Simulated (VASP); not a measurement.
Input of a VASP 6.6.1 run:

File POSCAR:

```
GaN
1.0
    2.2489450353      2.2489450353      0.0000000000
   -2.2489450353      2.2489450353      0.0000000000
    0.0000000000      2.2489450353      2.2489450353
Ga N
1 1
Direct
    0.0000000000      0.0000000000      0.0000000000
    0.2500000000      0.7500000000      0.5000000000
```

Contents of INCAR.step1:

```
SYSTEM = GaN
PREC     = Accurate       ! precision mode
ENCUT    = 600            ! plane-wave cutoff, eV
ISMEAR   = 0              ! smearing method
SIGMA    = 0.01           ! smearing width, eV
LREAL    = .FALSE.        ! projectors in reciprocal space
LASPH    = .TRUE.         ! aspherical terms in the spheres
NELM     = 60             ! most SCF steps
GGA      = PE             ! functional
ALGO     = Normal         ! electronic algorithm
EDIFF    = 1E-4           ! SCF threshold, eV
LWAVE    = .TRUE.         ! write WAVECAR
LCHARG   = .FALSE.        ! write CHGCAR
```

File INCAR.step2:

```
SYSTEM = GaN
PREC     = Accurate       ! precision mode
ENCUT    = 600            ! plane-wave cutoff, eV
EDIFF    = 1E-6           ! SCF threshold, eV
ISMEAR   = 0              ! smearing method
SIGMA    = 0.01           ! smearing width, eV
LREAL    = .FALSE.        ! projectors in reciprocal space
LASPH    = .TRUE.         ! aspherical terms in the spheres
NELM     = 60             ! most SCF steps
ALGO     = Normal         ! electronic algorithm
ISIF     = 3              ! what is computed and relaxed
LWAVE    = .FALSE.        ! write WAVECAR
LCHARG   = .FALSE.        ! write CHGCAR
METAGGA  = R2SCAN         ! meta-GGA
LMIXTAU  = .TRUE.       
IBRION   = 2              ! ionic algorithm
NSW      = 100            ! ionic steps
EDIFFG   = -0.002         ! ionic threshold
PSTRESS  = 70.0         
ISTART   = 1
```

KPOINTS

```
regular mesh
0
G
  10 10 10
  0 0 0
```

Potentials or basis: VASP PAW PBE potentials, release 64 (Ga_d, N).

Run with:

```bash
$ cat potpaw_PBE.64/Ga_d/POTCAR potpaw_PBE.64/N/POTCAR > POTCAR
$ cp INCAR.step1 INCAR
$ mpirun -np 1 vasp_std > vasp.out
$ cp INCAR.step2 INCAR
$ mpirun -np 1 vasp_std > vasp.out
```

Q: Estimate the space group after relaxing (to 0.1 Å).

A: F-43m (No. 216).

Q: Estimate the relaxed cell.

A: a = 3.151 Å, b = 3.151 Å, c = 3.151 Å, α = 60.00°, β = 60.00°, γ = 90.00°.

Q: What does it give for the relaxed volume?

A: 11.06 Å³/atom.

The path:
| step | energy change (eV) | largest force (eV/Å) | pressure (GPa) | volume (Å³) |
| --- | --- | --- | --- | --- |
| 1 | 0.0000 | 0.0000 | 1.21 | 22.75 |
| 2 | 0.0628 | 0.0000 | 14.71 | 21.42 |
| 3 | 0.0154 | 0.0000 | 7.02 | 22.13 |

Caveat: the cell is relaxed towards a set pressure, so the run minimises the enthalpy, not the energy; the PAW data sets were made with another functional, which shifts forces and pressure a little.
